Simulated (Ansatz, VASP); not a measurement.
**CuI: VASP beside Ansatz**

```xyz
4
Lattice="3.9856 0.0000 0.0000 0.0000 3.9856 0.0000 0.0000 0.0000 6.4413" Properties=species:S:1:pos:R:3 pbc="T T T"
Cu    0.0000    0.0000    0.0000
Cu    1.9928    1.9928    0.0000
I     0.0000    1.9928    1.7018
I     1.9928    0.0000    4.7394
```

Alike in both runs: functional PBEsol; k mesh 6 × 6 × 4; no spin polarisation.

Ansatz relaxed the structure, and its values are those at the end. VASP's run is a single point on that final structure, the one shown.

|  | VASP | Ansatz |
| --- | --- | --- |
| version | VASP 6.6.1 | Ansatz 0.2.0 |
| potentials or method | VASP PAW PBE potentials, release 64 (Cu, I), cutoff 600 eV | all-electron LAPW, scalar-relativistic |
| occupations | gaussian, width 0.01 eV | fixed |

|  | VASP | Ansatz | Ansatz less VASP |
| --- | --- | --- | --- |
| gap on the k mesh at the Fermi level (eV) | 1.52 | 1.51 | -0.009 |
| pressure (GPa) | 0.4 | 0.3 | -0.15 |
| rms of the force components (eV/Å) | 0.009 | 0.000 | -0.0088 |

VASP's potentials were made for PBE, not for PBEsol. Ansatz ran all-electron here, and VASP with PAW potentials.

Neither program's run includes spin-orbit coupling.
